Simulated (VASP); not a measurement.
Crystal: Al.

```
CELL_PARAMETERS angstrom
0.00000 2.02481 2.02481
2.02481 0.00000 2.02481
2.02481 2.02481 0.00000
ATOMIC_POSITIONS crystal
Al 0.00000 0.00000 0.00000
```

| Quantity | Value |
| --- | --- |
| Program | VASP 6.6.1 |
| Task | relaxation of cell and atoms |
| Functional | PBEsol |
| Potentials or basis | VASP PAW PBE potentials, release 64 (Al) |
| Cutoff | 500 eV |
| k mesh | 7 × 7 × 7 |
| Occupations | methfessel-paxton, width 0.02 eV |
| Spin | no spin polarisation |

At the start: pressure -2.7 GPa; volume 16.60 Å³/atom.

Q: Where does the relaxation end?

A: Over 3 steps the energy falls by 4.6 meV/atom and the volume is 16.07 Å³/atom (-3.2 %); space group Fm-3m (No. 225, to 0.1 Å) before and after.

Step by step:
| step | energy change (eV) | largest force (eV/Å) | pressure (GPa) | volume (Å³) |
| --- | --- | --- | --- | --- |
| 1 | 0.0000 | 0.0000 | -2.69 | 16.60 |
| 2 | -0.0043 | 0.0000 | 0.74 | 15.94 |
| 3 | -0.0046 | 0.0000 | 0.01 | 16.07 |

Final structure:
```cif
data_structure
_symmetry_space_group_name_H-M 'P 1'
_symmetry_Int_Tables_number 1
_cell_length_a 2.8326
_cell_length_b 2.8326
_cell_length_c 2.8326
_cell_angle_alpha 60.000
_cell_angle_beta 60.000
_cell_angle_gamma 60.000
_cell_volume 16.07
loop_
_atom_site_label
_atom_site_type_symbol
_atom_site_fract_x
_atom_site_fract_y
_atom_site_fract_z
_atom_site_occupancy
Al1 Al 0.00000 0.00000 0.00000 1
```

Caveat: the k points lie up to 0.39 Å⁻¹ apart in the final cell, too coarse for converged energies and pressures of a metal; the PAW data sets were made with another functional, which shifts forces and pressure a little.
